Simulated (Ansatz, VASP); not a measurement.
**Two plane-wave programs on BaS**

```
Ba S
1.0
     0.00000    3.21191    3.21191
     3.21191    0.00000    3.21191
     3.21191    3.21191    0.00000
Ba S
1 1
Cartesian
  0.0000 0.0000 0.0000
  3.2119 3.2119 3.2119
```

Alike in both runs: task single point; functional PBE; k mesh 8 × 8 × 8; occupations fermi-dirac, width 0.02 eV; no spin polarisation.

|  | VASP | Ansatz |
| --- | --- | --- |
| version | VASP 6.6.1 | Ansatz 0.2.0 |
| potentials or method | VASP PAW PBE potentials, release 64 (Ba_sv, S) | plane waves, PAW |
| plane-wave cutoff (eV) | 520 | 420 |
| valence electrons in the cell | 16 | 16 |

Ansatz gave:

| Item | Value |
| --- | --- |
| gap on the k mesh at the Fermi level (eV) | 2.23 |
| pressure (GPa) | 0.1 |

Problem. Which values does VASP return?

Solution. gap on the k mesh at the Fermi level (eV): 2.14; pressure (GPa): 0.6.

The functional is the same, so the differences come from potentials, cutoffs and numerics.

Spin-orbit coupling is off throughout.
